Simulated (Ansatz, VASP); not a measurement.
Zr: VASP beside Ansatz

INCAR

```
SYSTEM = Zr
ALGO = Fast ; EDIFF = 1E-6
EDIFFG = -0.005 ; ENCUT = 600
GGA = PE ; IBRION = 2
ISIF = 3 ; ISMEAR = 0
LASPH = .TRUE. ; LCHARG = .FALSE.
LREAL = .FALSE. ; LWAVE = .FALSE.
NELM = 60 ; NSW = 100
PREC = Accurate ; SIGMA = 0.1
```

The input KPOINTS:

```
k-points
0
G
  15 15 8
  0 0 0
```

Contents of POSCAR:

```
Zr
1.0
    3.2319982225      0.0000000000      0.0000000000
   -1.6159991112      2.7989925656      0.0000000000
    0.0000000000      0.0000000000      5.1470000000
Zr
2
Direct
    0.3333333333      0.6666666667      0.2500000000
    0.6666666667      0.3333333333      0.7500000000
```

Input for Ansatz:

```yaml
crystal:
  lattice:
    - [3.2319982225, 0.0, 0.0]
    - [-1.6159991112, 2.7989925656, 0.0]
    - [0.0, 0.0, 5.147]
  atoms:
    - { symbol: Zr, position: [0.3333333333, 0.6666666667, 0.25] }
    - { symbol: Zr, position: [0.6666666667, 0.3333333333, 0.75] }
basis:
  ecutwfc: 420
kpoints:
  mp_grid: { grid: [15, 15, 8] }
hamiltonian:
  xc: pbe
scf:
  occupations: { method: gaussian, width: 0.1 }
output:
  forces: true
  stress: true
  eigenvalues: true
relax:
  adjacent_minimum: "off"
  f_tol: 0.005
  max_steps: 80
  cell: { stress_tol: 0.05 }
```

Alike in both runs: task relaxation of cell and atoms; functional PBE; k mesh 15 × 15 × 8; occupations gaussian, width 0.1 eV; no spin polarisation.

```csv
,VASP,Ansatz
version,VASP 6.6.1,Ansatz 0.2.0
potentials or method,"VASP PAW PBE potentials, release 64 (Zr_sv), cutoff 600 eV","scalar-relativistic, plane waves, PAW"
valence electrons in the cell,24,24
```

```csv
,VASP,Ansatz,Ansatz less VASP
"gap on the k mesh at the Fermi level, each at its own relaxed structure (eV)",none,none,-
relaxed volume (Å³/atom),23.40,23.39,-0.004
relaxed cell length with the largest relative difference (Å),3.233,3.233,-0.0002
```

A gap of «none» marks a metal or a gap that the smearing closes.
